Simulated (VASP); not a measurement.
# PtSe2 (P-3m1) in VASP: a series of runs

Aim: see how the results for PtSe2 move with the level of theory and the settings. Levels: PBE+D3(BJ), PBE+D4. Tasks: single point.

Program: VASP 6.6.1. These are calculated values, not measurements. Logs are shortened: lines on timing, memory, paths and dates and some standing lists are left out, and cuts for length are marked.

## (1) The cell of the first run

Symmetry: P-3m1, No. 164, trigonal system. Conventional cell: a = 3.773 Å, b = 3.773 Å, c = 4.815 Å, α = 90.00°, β = 90.00°, γ = 120.00°. Pt (site symmetry -3m) has 6 Se at 2.53 Å within 3.3 Å. Within 3.4 Å of Se (site symmetry 3m) lie 3 Pt at 2.53 Å and 6 Se at 3.14 to 3.36 Å.

## (2) Single point, PBE+D3(BJ)

INCAR

```
SYSTEM = PtSe2
ALGO = Normal
EDIFF = 1E-6
ENCUT = 520
GGA = PE
ISIF = 2
ISMEAR = -1
IVDW = 12
LASPH = .True.
LCHARG = .False.
LREAL = .False.
LWAVE = .False.
NBANDS = 18
NELM = 100
PREC = Accurate
SIGMA = 0.1
```

KPOINTS

```
k-points
0
Gamma
  8 8 6
  0 0 0
```

POSCAR

```
PtSe2
1.0
    3.7725151314      0.0000000000      0.0000000000
   -1.8862575657      3.2670939399      0.0000000000
    0.0000000000      0.0000000000      4.8152312915
Pt Se
1 2
Direct
    0.0000000000      0.0000000000      0.0000000000
    0.3333333333      0.6666666667      0.2657482279
    0.6666666667      0.3333333333      0.7342517721
```

Potentials or basis: VASP PAW PBE potentials, release 64 (Pt, Se).

On the command line:

```console
> cat potpaw_PBE.64/Pt/POTCAR potpaw_PBE.64/Se/POTCAR > POTCAR
> mpirun -np 1 vasp_std > vasp.out
```

OUTCAR:

```text
SYSTEM = PtSe2
   EDIFF = 1E-6
   ENCUT = 520
   GGA = PE
   ISIF = 2
   ISMEAR = -1
   IVDW = 12
   LASPH = .True.
   LREAL = .False.
   NELM = 100
   PREC = Accurate
 IVDW          = 12

 ion  position               nearest neighbor table
   1  0.000  0.000  0.000-   2 2.53   3 2.53   2 2.53   3 2.53   3 2.53   2 2.53
   2  0.333  0.667  0.266-   1 2.53   1 2.53   1 2.53
   3  0.667  0.333  0.734-   1 2.53   1 2.53   1 2.53

  LATTYP: Found a hexagonal cell.
 ALAT       =     3.7725151314
 C/A-ratio  =     1.2763981386

  Lattice vectors:

 A1 = (   3.7725151314,   0.0000000000,   0.0000000000)
 A2 = (  -1.8862575657,   3.2670939399,   0.0000000000)
 A3 = (   0.0000000000,   0.0000000000,   4.8152312915)

Analysis of symmetry for initial positions (statically):
=====================================================================
 Subroutine PRICEL returns:
 Original cell was already a primitive cell.

 Routine SETGRP: Setting up the symmetry group for a
 hexagonal supercell.

 Subroutine GETGRP returns: Found 12 space group operations
 (whereof 12 operations were pure point group operations)
 out of a pool of 24 trial point group operations.

The static configuration has the point symmetry D_3d.

Analysis of symmetry for dynamics (positions and initial velocities):
=====================================================================
 Subroutine PRICEL returns:
 Original cell was already a primitive cell.

 Routine SETGRP: Setting up the symmetry group for a
 hexagonal supercell.

 Subroutine GETGRP returns: Found 12 space group operations
 (whereof 12 operations were pure point group operations)
 out of a pool of 24 trial point group operations.

The dynamic configuration has the point symmetry D_3d.

 Subroutine INISYM returns: Found 12 space group operations
 (whereof 12 operations are pure point group operations),
 and found     1 'primitive' translations

----------------------------------------------------------------------------------------

                                     Primitive cell

  volume of cell :      59.3485

  direct lattice vectors                    reciprocal lattice vectors
     3.772515131  0.000000000  0.000000000     0.265075146  0.153041207  0.000000000
    -1.886257566  3.267093940  0.000000000     0.000000000  0.306082414  0.000000000
     0.000000000  0.000000000  4.815231291     0.000000000  0.000000000  0.207674344

  length of vectors
     3.772515131  3.772515131  4.815231291     0.306082414  0.306082414  0.207674344

  position of ions in fractional coordinates (direct lattice)
     0.000000000  0.000000000  0.000000000
     0.333333333  0.666666667  0.265748228
     0.666666667  0.333333333  0.734251772

  ion indices of the primitive-cell ions
   primitive index   ion index
                 1           1
                 2           2
                 3           3

----------------------------------------------------------------------------------------

 KPOINTS: k-points

Automatic generation of k-mesh.
 Grid dimensions read from file:
 generate k-points for:    8    8    6

 Generating k-lattice:

  Cartesian coordinates                     Fractional coordinates (reciprocal lattice)
     0.033134393  0.019130151  0.000000000     0.125000000  0.000000000  0.000000000
     0.000000000  0.038260302  0.000000000     0.000000000  0.125000000  0.000000000
     0.000000000  0.000000000  0.034612391     0.000000000  0.000000000  0.166666667

  Length of vectors
     0.038260302  0.038260302  0.034612391

  Shift w.r.t. Gamma in fractional coordinates (k-lattice)
     0.000000000  0.000000000  0.000000000

 Subroutine IBZKPT returns following result:
 ===========================================

 Found     50 irreducible k-points:

 Following reciprocal coordinates:
            Coordinates               Weight
  0.000000  0.000000  0.000000      1.000000
  0.125000 -0.000000  0.000000      6.000000
  0.250000 -0.000000  0.000000      6.000000
  0.375000  0.000000  0.000000      6.000000
  0.500000 -0.000000  0.000000      3.000000
  0.125000  0.125000  0.000000      6.000000
[... 16 lines left out ...]
 -0.125000  0.500000  0.166667     12.000000
  0.250000  0.250000  0.166667     12.000000
 [... further k-points ...]
   k-points           NKPTS =     50   k-points in BZ     NKDIM =     50   number of bands    NBANDS=     18
   number of dos      NEDOS =    301   number of ions     NIONS =      3
   total plane-waves  NPLWV =  28224
   dimension x,y,z NGX =    28 NGY =   28 NGZ =   36
   dimension x,y,z NGXF=    56 NGYF=   56 NGZF=   72
   ions per type =               1   2
   NGX,Y,Z   is equivalent  to a cutoff of  12.34, 12.34, 12.43 a.u.
   NGXF,Y,Z  is equivalent  to a cutoff of  24.68, 24.68, 24.86 a.u.
 SYSTEM =  PtSe2
   PREC   = accura    normal or accurate (medium, high low for compatibility)
   ISTART =      0    job   : 0-new  1-cont  2-samecut
   ICHARG =      2    charge: 1-file 2-atom 10-const
   ISPIN  =      1    spin polarized calculation?
   LNONCOLLINEAR =      F non collinear calculations
   LSORBIT =      F    spin-orbit coupling
   LASPH  =      T    aspherical Exc in radial PAW
   ENCUT  =  520.0 eV  38.22 Ry    6.18 a.u.   7.01  7.01  8.95*2*pi/ulx,y,z
   NELM   =    100;   NELMIN=  2; NELMDL= -5     # of ELM steps
   EDIFF  = 0.1E-05   stopping-criterion for ELM
   LREAL  =      F    real-space projection
   EDIFFG = 0.1E-04   stopping-criterion for IOM
   NSW    =      0    number of steps for IOM
   IBRION =     -1    ionic relax: 0-MD 1-quasi-New 2-CG
   NFREE  =      0    steps in history (QN), initial steepest desc. (CG)
   ISIF   =      2    stress and relaxation
   ISYM   =      2    0-nonsym 1-usesym 2-fastsym
   POTIM  = 0.5000    time-step for ionic-motion
   TEBEG  =    0.0;   TEEND  =   0.0 temperature during run
   PSTRESS=    0.0 pullay stress
   NELECT =      22.0000    total number of electrons
   NUPDOWN=      -1.0000    fix difference up-down
   EMIN   =  10.00;   EMAX   =-10.00  energy-range for DOS
   EFERMI =   0.00;   METHOD = LEGACY
   ISMEAR =    -1;   SIGMA  =   0.10  broadening in eV -4-tet -1-fermi 0-gaus
   EFERMI_NEDOS =   21; number of points for ismear=-14 and -15
   IALGO  =     38    algorithm
   IMIX   =      4    mixing-type and parameters
     AMIX     =   0.40;   BMIX     =  1.00
     AMIX_MAG =   1.60;   BMIX_MAG =  1.00
  volume/ion in A,a.u.               =      19.78       133.50
  Fermi-wavevector in a.u.,A,eV,Ry     =   1.176014  2.222344 18.816977  1.383009
  Thomas-Fermi vector in A             =   2.312385
   LORBIT       =      0    0 simple, 1 ext, 2 COOP (PROOUT), +10 PAW based schemes
   GGA     = PE    functional components
   LHFCALC =     F    Hartree Fock is set to
   AEXX    =    0.0000 exact exchange contribution
   IVDW    =    12    specifies the selected vdW correction
   LEPSILON=     F    determine dielectric tensor
   LRPA    =     F    only Hartree local field effects (RPA)
 non-spin polarized calculation
  energy-cutoff  :      520.00
  volume of cell :       59.35
 maximum number of plane-waves:      1622
   NGX = 13   NGY = 13   NGZ = 17

 number of electron      21.9999997 magnetization

 Free energy of the ion-electron system (eV)
  ---------------------------------------------------
  ext. energy  EPLUGINS =         0.00000000
  ---------------------------------------------------
  free energy    TOTEN  =       -14.21018080 eV

  energy without entropy =      -14.18870418  energy(sigma->0) =      -14.19944249

 E-fermi :   6.6909     XC(G=0): -10.8307

 val. band max:        6.4901127847   @ k =   0.1250  -0.0000   0.0000
 cond. band min:       6.6957917496   @ k =   0.3750   0.2500   0.0000
 fundamental gap:      0.2056789648
 Fermi energy:         6.6909245859

 k-point     1 :       0.0000    0.0000    0.0000
  band No.  band energies     occupation
      1      -8.9513      2.00000
      2      -5.8425      2.00000
      3      -0.3927      2.00000
      4       0.4989      2.00000
      5       0.4989      2.00000
      6       2.9417      2.00000
[... 10 lines left out ...]
     17      13.9939      0.00000
     18      18.4740      0.00000

 k-point     2 :       0.1250   -0.0000    0.0000
  band No.  band energies     occupation
      1      -8.7847      2.00000
      2      -5.9407      2.00000
      3      -0.1837      2.00000
      4       0.6071      2.00000
      5       0.6642      2.00000
      6       2.6912      2.00000
[... 10 lines left out ...]
     17      14.4736      0.00000
     18      16.5347      0.00000

 k-point     3 :       0.2500   -0.0000    0.0000
  band No.  band energies     occupation
      1      -8.3211      2.00000
      2      -6.1926      2.00000
      3       0.3666      2.00000
      4       0.8810      2.00000
      5       1.0500      2.00000
      6       1.7184      2.00000
[... 10 lines left out ...]
     17      14.9280      0.00000
     18      15.1368      0.00000

 k-point     4 :       0.3750    0.0000    0.0000
  band No.  band energies     occupation
      1      -7.6827      2.00000
      2      -6.5380      2.00000
      3       0.1182      2.00000
      4       1.1465      2.00000
      5       1.2030      2.00000
      6       2.0696      2.00000
[... 10 lines left out ...]
     17      14.2325      0.00000
     18      16.0398      0.00000

 k-point     5 :       0.5000   -0.0000    0.0000
  band No.  band energies     occupation
      1      -7.1737      2.00000
      2      -6.8939      2.00000
      3      -0.3798      2.00000
      4       1.2341      2.00000
      5       1.5999      2.00000
      6       2.8349      2.00000
[... 10 lines left out ...]
     17      13.9211      0.00000
     18      17.8848      0.00000

 k-point     6 :       0.1250    0.1250    0.0000
  band No.  band energies     occupation
      1      -8.4693      2.00000
      2      -6.1120      2.00000
      3       0.1957      2.00000
      4       0.8168      2.00000
      5       0.9441      2.00000
      6       2.1718      2.00000
[... 10 lines left out ...]
     17      15.0778      0.00000
     18      15.4086      0.00000

 k-point     7 :       0.2500    0.1250    0.0000
  band No.  band energies     occupation
      1      -7.9174      2.00000
      2      -6.3881      2.00000
      3       0.6574      2.00000
      4       0.8146      2.00000
      5       1.2719      2.00000
      6       1.4944      2.00000
[... 10 lines left out ...]
     17      14.6136      0.00000
     18      15.7319      0.00000

 k-point     8 :       0.3750    0.1250    0.0000
  band No.  band energies     occupation
      1      -7.3105      2.00000
      2      -6.7321      2.00000
      3      -0.1788      2.00000
      4       1.0089      2.00000
      5       1.6335      2.00000
      6       1.9239      2.00000
[... 10 lines left out ...]
     17      15.4638      0.00000
     18      16.3599      0.00000
[... 229 lines left out ...]
     17      14.4458      0.00000
     18      15.5384      0.00000

 k-point    20 :       0.2500    0.1250    0.1667
  band No.  band energies     occupation
      1      -7.7978      2.00000
      2      -6.5467      2.00000
      3       0.5445      2.00000
      4       0.8885      2.00000
      5       1.1375      2.00000
      6       1.8806      2.00000
[... 10 lines left out ...]
     17      14.9500      0.00000
     18      15.7655      0.00000

 k-point    21 :      -0.1250    0.3750    0.1667
  band No.  band energies     occupation
      1      -7.8486      2.00000
      2      -6.4436      2.00000
      3       0.1444      2.00000
      4       0.6754      2.00000
      5       1.0770      2.00000
      6       1.9480      2.00000
[... 10 lines left out ...]
     17      14.6188      0.00000
     18      16.4570      0.00000

 k-point    22 :       0.3750    0.1250    0.1667
  band No.  band energies     occupation
      1      -7.2006      2.00000
      2      -6.8313      2.00000
      3      -0.1514      2.00000
      4       0.9456      2.00000
      5       1.7101      2.00000
      6       1.7166      2.00000
[... 10 lines left out ...]
     17      16.0812      0.00000
     18      16.4586      0.00000

 k-point    23 :      -0.1250    0.5000    0.1667
  band No.  band energies     occupation
      1      -7.3313      2.00000
      2      -6.6574      2.00000
      3      -0.3592      2.00000
      4       0.7284      2.00000
      5       1.2959      2.00000
      6       2.3487      2.00000
[... 10 lines left out ...]
     17      15.7255      0.00000
     18      16.9894      0.00000

 k-point    24 :       0.2500    0.2500    0.1667
  band No.  band energies     occupation
      1      -7.3374      2.00000
      2      -6.6602      2.00000
      3       0.1309      2.00000
      4       0.6544      2.00000
      5       1.0528      2.00000
      6       1.9480      2.00000
[... 10 lines left out ...]
     17      14.8913      0.00000
     18      15.9269      0.00000

 [... further k-points ...]

------------------------ aborting loop because EDIFF is reached ----------------------------------------

 Edisp (eV)   -1.47165

 E8    (eV) :    -0.6323

  FORCE on cell =-STRESS in cart. coord.  units (eV):
  Direction    XX          YY          ZZ          XY          YZ          ZX
  --------------------------------------------------------------------------------------
  -------------------------------------------------------------------------------------
  Total      -0.00759    -0.00759    -0.01358     0.00000    -0.00000     0.00000
  in kB      -0.20482    -0.20482    -0.36649     0.00000    -0.00000     0.00000
  external pressure =       -0.26 kB  Pullay stress =        0.00 kB

 VOLUME and BASIS-vectors are now :
 -----------------------------------------------------------------------------
  energy-cutoff  :      520.00
  volume of cell :       59.35
      direct lattice vectors                 reciprocal lattice vectors
     3.772515131  0.000000000  0.000000000     0.265075146  0.153041207  0.000000000
    -1.886257566  3.267093940  0.000000000     0.000000000  0.306082414  0.000000000
     0.000000000  0.000000000  4.815231291     0.000000000  0.000000000  0.207674344

 POSITION                                       TOTAL-FORCE (eV/Angst)
 -----------------------------------------------------------------------------------
      0.00000      0.00000      0.00000        -0.000000      0.000000      0.000000
     -0.00000      2.17806      1.27964         0.000000      0.000000      0.006564
      1.88626      1.08903      3.53559         0.000000      0.000000     -0.006564
 -----------------------------------------------------------------------------------
    total drift:                               -0.000000     -0.000000     -0.000000

  FREE ENERGIE OF THE ION-ELECTRON SYSTEM (eV)
  ---------------------------------------------------
  free  energy   TOTEN  =       -15.6818278823 eV

  energy  without entropy=      -15.6603512661  energy(sigma->0) =      -15.67108957
```

Run time: 16 s. Hardware: 1 thread of Intel Xeon 6975P-C (Granite Rapids), shared host; peak memory 0.21 GiB.

Results:

| Quantity | Value |
| --- | --- |
| Free energy | -15.6818 eV |
| Pressure | 0.0 GPa |
| Largest force | 0.007 eV/Å |
| Band gap on the k mesh | zero (bands 11 and 12 overlap by 0.81 eV) |
| Dispersion energy per atom | -0.491 eV |

Forces in eV/Å, atoms in the order of the input:
```
Pt   0.000  0.000  0.000
Se   0.000  0.000  0.007
Se   0.000  0.000 -0.007
```

Caveat: spin-orbit coupling is left out, which moves the levels of the heavy elements.

## (3) Single point, PBE+D4

INCAR

```
ALGO = Normal ; EDIFF = 1E-7
ENCUT = 520 ; GGA = PE
ISIF = 2 ; ISMEAR = -1
IVDW = 13 ; LASPH = True
LCHARG = False ; LREAL = False
LWAVE = False ; NBANDS = 18
NELM = 100 ; PREC = Accurate
SIGMA = 0.1
```

KPOINTS

```
k-points
0
Gamma
  8 8 6
```

POSCAR

```
PtSe2
1.0
    3.7736071285      0.0000000000      0.0000000000
   -1.8868035642      3.2680396371      0.0000000000
    0.0000000000      0.0000000000      4.8166655727
Pt Se
1 2
Direct
    0.0000000000      0.0000000000      0.0000000000
    0.3333333333      0.6666666667      0.2658083252
    0.6666666667      0.3333333333      0.7341916748
```

Potentials or basis: VASP PAW PBE potentials, release 64 (Pt, Se).

On the command line:

```console
> cat potpaw_PBE.64/Pt/POTCAR potpaw_PBE.64/Se/POTCAR > POTCAR
> mpirun -np 1 vasp_std > vasp.out
```

It took 20 s on 1 thread of Intel Xeon 6975P-C (Granite Rapids), shared host; peak memory 0.2 GiB.

It converged, with:

```
Free energy                : -15.7519 eV
Pressure                   : 0.0 GPa
Largest force              : 0.007 eV/Å
Band gap on the k mesh     : zero (bands 11 and 12 overlap by 0.81 eV)
Dispersion energy per atom : -0.513 eV
```

Forces on the atoms (eV/Å):
```
Pt   0.000  0.000  0.000
Se   0.000  0.000  0.007
Se   0.000  0.000 -0.007
```

Levels at points of the mesh, in eV from the Fermi level:
| k point | band 7 | band 8 | band 9 | band 10 | band 11 | band 12 | band 13 | band 14 | band 15 | band 16 |
| --- | --- | --- | --- | --- | --- | --- | --- | --- | --- | --- |
| (0.00, 0.00, 0.00) | -3.74 | -2.43 | -0.97 | -0.97 | 0.82 | 1.09 | 1.09 | 3.39 | 4.13 | 7.30 |
| (0.50, 0.00, 0.00) | -3.68 | -3.65 | -3.27 | -3.21 | -2.87 | 0.53 | 2.53 | 5.06 | 6.16 | 7.04 |
| (0.00, 0.00, 0.50) | -3.80 | -2.87 | -1.69 | -1.69 | -1.67 | 2.36 | 2.36 | 5.03 | 6.56 | 6.60 |
| (0.50, 0.00, 0.50) | -3.31 | -3.29 | -3.03 | -2.55 | -1.06 | 0.64 | 1.49 | 4.96 | 4.96 | 7.75 |

Caveat: spin-orbit coupling is left out, which moves the levels of the heavy elements.

The gap in the log of VASP goes by the Fermi energy; the results here count the filled bands.